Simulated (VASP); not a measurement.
Crystal: LiGe2As3.

```
CELL_PARAMETERS angstrom
3.68446 0.00000 0.00000
-1.84223 3.19084 0.00000
0.00000 0.00000 10.15663
ATOMIC_POSITIONS crystal
Li 0.00000 0.00000 0.00000
Ge 0.33333 0.66667 0.32652
Ge 0.66667 0.33333 0.67348
As 0.66667 0.33333 0.18386
As 0.00000 0.00000 0.50000
As 0.33333 0.66667 0.81614
```

```yaml
Program: VASP 6.6.1
Task: relaxation of cell and atoms
Functional: PBE
Potentials_or_basis: VASP PAW PBE potentials, release 64 (Li_sv, Ge_d, As)
Cutoff: 600 eV
k_mesh: 12 × 12 × 4
Occupations: gaussian, width 0.1 eV
Spin: no spin polarisation
```

At the start: pressure 0.0 GPa; volume 19.90 Å³/atom.

Problem. Where does the relaxation end?

Solution. Over 8 steps the energy falls by 4.2 meV/atom and the volume is 19.99 Å³/atom (+0.4 %); space group P-3m1 (No. 164, to 0.1 Å) before and after.

Step by step:
| step | energy change (eV) | largest force (eV/Å) | pressure (GPa) | volume (Å³) |
| --- | --- | --- | --- | --- |
| 1 | 0.0000 | 0.1528 | 0.02 | 119.41 |
| 2 | -0.0087 | 0.1360 | 0.11 | 119.45 |
| 3 | -0.0233 | 0.0730 | 0.37 | 119.56 |
| 4 | -0.0239 | 0.0401 | -0.35 | 120.85 |
| 5 | -0.0245 | 0.0537 | -0.07 | 120.31 |
| 6 | -0.0249 | 0.0280 | -0.05 | 120.19 |
| 7 | -0.0251 | 0.0171 | -0.03 | 120.05 |
| 8 | -0.0252 | 0.0046 | 0.05 | 119.92 |

Final structure:
```yaml
crystal:
  lattice:
    - [3.74112, 0.00000, 0.00000]
    - [-1.87056, 3.23991, 0.00000]
    - [0.00000, 0.00000, 9.89337]
  atoms:
    - { symbol: Li, position: [0.00000, 0.00000, 0.00000] }
    - { symbol: Ge, position: [0.33333, 0.66667, 0.32611] }
    - { symbol: Ge, position: [0.66667, 0.33333, 0.67389] }
    - { symbol: As, position: [0.66667, 0.33333, 0.18666] }
    - { symbol: As, position: [0.00000, 0.00000, 0.50000] }
    - { symbol: As, position: [0.33333, 0.66667, 0.81334] }
```

Caveat: the cutoff is under 1.25 times the usual one of these potentials, so pressure, stress and relaxed cells hold a basis-set (Pulay) error.
